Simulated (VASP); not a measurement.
Set up this calculation in VASP 6.6.1, as the native input.

```yaml
Task: single point
Functional: PBE
Potentials_or_basis: VASP PAW PBE potentials, release 64 (Ga_d, B, As)
Cutoff: 520 eV
k_mesh: 6 × 6 × 6
Occupations: gaussian, width 0.1 eV
Spin: no spin polarisation
Dipole_correction: no
Further_INCAR_settings: ALGO = Normal; EDIFF = 1e-07; NBANDS = 46
```

The structure of Ga3B2As5 lies in POSCAR:

```
Ga3B2As5
1.0
   -1.8818970875      1.8818970875     13.6948104813
    1.8818970875     -1.8818970875     13.6948104813
    1.8818970875      1.8818970875    -13.6948104813
Ga B As
3 2 5
Direct
    0.8891474109      0.8891474109      0.0000000000
    0.5000000000      0.5000000000      0.0000000000
    0.1108525891      0.1108525891      0.0000000000
    0.7084082249      0.7084082249      0.0000000000
    0.2915917751      0.2915917751      0.0000000000
    0.3329174304      0.8329174304      0.5000000000
    0.9444546258      0.4444546258      0.5000000000
    0.5555453742      0.0555453742      0.5000000000
    0.1670825696      0.6670825696      0.5000000000
    0.7500000000      0.2500000000      0.5000000000
```

The input as run:

INCAR

```
  PREC = Accurate
  ENCUT = 520
  EDIFF = 1E-7
  ISMEAR = 0
  SIGMA = 0.1
  LREAL = False
  LASPH = True
  NELM = 100
  ALGO = Normal
  ISIF = 2
  LWAVE = False
  LCHARG = False
  GGA = PE
  NBANDS = 46
```

KPOINTS

```
Automatic mesh
0
Gamma
  6 6 6
```

Potentials or basis: VASP PAW PBE potentials, release 64 (Ga_d, B, As).

Command:

```sh
$ cat potpaw_PBE.64/Ga_d/POTCAR potpaw_PBE.64/B/POTCAR potpaw_PBE.64/As/POTCAR > POTCAR
$ mpirun -np 1 vasp_std > vasp.out
```

Results of the run:

The pressure is 0.3 GPa, the largest force is 0.007 eV/Å and the band gap on the k mesh is 0.23 eV.

Wall time 63 min on 1 thread of Intel(R) Xeon(R) Platinum 8259CL CPU @ 2.50GHz (Skylake/Cascade Lake), on a shared host, peak memory 2 GiB.
